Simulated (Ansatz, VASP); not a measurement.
# Hf in VASP and in Ansatz

INCAR

```
SYSTEM = Hf
AGGAC = 1.0 ; AGGAX = 1.0
ALDAC = 0.0 ; ALDAX = 1.0
ALGO = Normal ; EDIFF = 1E-7
EDIFFG = -0.01 ; ENCUT = 600
GGA = B5 ; IBRION = 2
ISIF = 3 ; ISMEAR = -1
LASPH = .True. ; LCHARG = .False.
LREAL = .False. ; LWAVE = .False.
NELM = 100 ; NSW = 60
PREC = Accurate ; SIGMA = 0.05
```

KPOINTS

```
k-points
0
Gamma
  10 10 10
  0 0 0
```

Contents of POSCAR:

```
Hf
1.0
   -1.8050000000      1.8050000000      1.8050000000
    1.8050000000     -1.8050000000      1.8050000000
    1.8050000000      1.8050000000     -1.8050000000
Hf
1
Direct
    0.0000000000      0.0000000000      0.0000000000
```

input.yaml

```yaml
crystal:
  lattice:
    - [-1.805, 1.805, 1.805]
    - [1.805, -1.805, 1.805]
    - [1.805, 1.805, -1.805]
  atoms:
    - { symbol: Hf, position: [0.0, 0.0, 0.0] }
hamiltonian:
  xc: blyp
  pseudopotentials: { kind: paw }
kpoints:
  mp_grid: { grid: [10, 10, 10] }
scf:
  occupations: { method: fermi_dirac, width: 0.05 }
output:
  forces: true
  stress: true
  eigenvalues: true
relax:
  f_tol: 0.01
  max_steps: 40
  cell: { stress_tol: 0.05 }
```

Alike in both runs: task relaxation of cell and atoms; functional BLYP; k mesh 10 × 10 × 10; occupations fermi-dirac, width 0.05 eV; no spin polarisation.

|  | VASP | Ansatz |
| --- | --- | --- |
| version | VASP 6.6.1 | Ansatz 0.2.0 |
| potentials or method | VASP PAW PBE potentials, release 64 (Hf_pv) | Ansatz PAW |
| plane-wave cutoff (eV) | 600 | 420 |
| valence electrons in the cell | 10 | 26 |

```csv
,VASP,Ansatz,Ansatz less VASP
"gap on the k mesh at the Fermi level, each at its own relaxed structure (eV)",none,none,-
relaxed volume (Å³/atom),22.89,22.88,-0.015
relaxed cell length with the largest relative difference (Å),3.098,3.097,-0.0007
```

VASP's potentials were made for PBE, not for BLYP. A gap of «none» marks a metal or a gap that the smearing closes. VASP's potentials hold 10 valence electrons a cell and Ansatz's 26, so a difference there can come from the potentials and not from the codes.

Neither program's run includes spin-orbit coupling. Noted on Ansatz's run: the plane-wave basis is chosen anew once the cell has moved, so the energies of steps on either side of that aren't comparable.
